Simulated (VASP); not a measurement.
ZrFeS3, 5 atoms in the cell. It takes space group Pm-3m (No. 221, cubic). Conventional cell: a = 4.420 Å, b = 4.420 Å, c = 4.420 Å, α = 90.00°, β = 90.00°, γ = 90.00°. Zr (site symmetry m-3m) has 12 S at 3.13 Å and 8 Fe at 3.83 Å within 4.1 Å. Within 2.9 Å of Fe (site symmetry m-3m) lie 6 S at 2.21 Å. Within 2.9 Å of S (site symmetry 4/mmm) lie 2 Fe at 2.21 Å. The cell was built from a structure type or drawn by symmetry, and may not be a known phase.

```yaml
Program: VASP 6.6.1
Task: single point
Functional: PBE
Potentials_or_basis: VASP PAW PBE potentials, release 64 (Zr_sv, Fe, S)
Cutoff: 520 eV
k_mesh: 8 × 8 × 8
Occupations: gaussian, width 0.1 eV
Spin: collinear spin, ferrimagnetic start
Starting_moments: "[-0.34, 1.67, 0.0, 0.0, 0.0] μB"
Dipole_correction: no
Further_INCAR_settings: ALGO = Normal; EDIFF = 1e-06; NBANDS = 31
```

Potentials or basis: VASP PAW PBE potentials, release 64 (Zr_sv, Fe, S).

Run with:

```sh
$ cat potpaw_PBE.64/Zr_sv/POTCAR potpaw_PBE.64/Fe/POTCAR potpaw_PBE.64/S/POTCAR > POTCAR
$ mpirun -np 1 vasp_std > vasp.out
```

Hardware: 1 thread of Intel(R) Xeon(R) Platinum 8488C (Sapphire Rapids), on a shared host.

**Question.** Estimate the wall time of this run.

**Answer.** Run time: 5.8 min on 1 thread of Intel(R) Xeon(R) Platinum 8488C (Sapphire Rapids), with other jobs on the host, peak memory 0.34 GiB. Counts: scf iterations 31, k points 35.
